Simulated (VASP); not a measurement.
Crystal: Re.

```xyz
2
Lattice="2.7598 0.0000 0.0000 -1.3799 2.3901 0.0000 0.0000 0.0000 4.4572" Properties=species:S:1:pos:R:3 pbc="T T T"
Re    0.0000    1.5934    1.1143
Re    1.3799    0.7967    3.3429
```

Base run:

- Program: VASP 6.6.1
- Functional: r2SCAN
- Potentials or basis: VASP PAW PBE potentials, release 64 (Re)
- Cutoff: 520 eV
- k mesh: 13 × 13 × 7
- Occupations: fermi-dirac, width 0.6 eV
- Spin: no spin polarisation

Its results: band gap on the k mesh zero (bands 7 and 8 overlap by 2.79 eV); pressure 6.7 GPa.

**Question.** The run is repeated on the same cell with these changes: occupations from fermi-dirac, width 0.6 eV to methfessel-paxton, width 0.1 eV. What comes out?

**Answer.** Band gap on the k mesh zero (bands 7 and 8 overlap by 2.80 eV); pressure -0.2 GPa.

Caveats: the PAW data sets were made with another functional, which shifts forces and pressure a little; spin-orbit coupling is left out, which moves the levels of the heavy elements; the cell stands under pressure (at least some runs); so wide a smearing shifts energies and pressures (at least some runs).
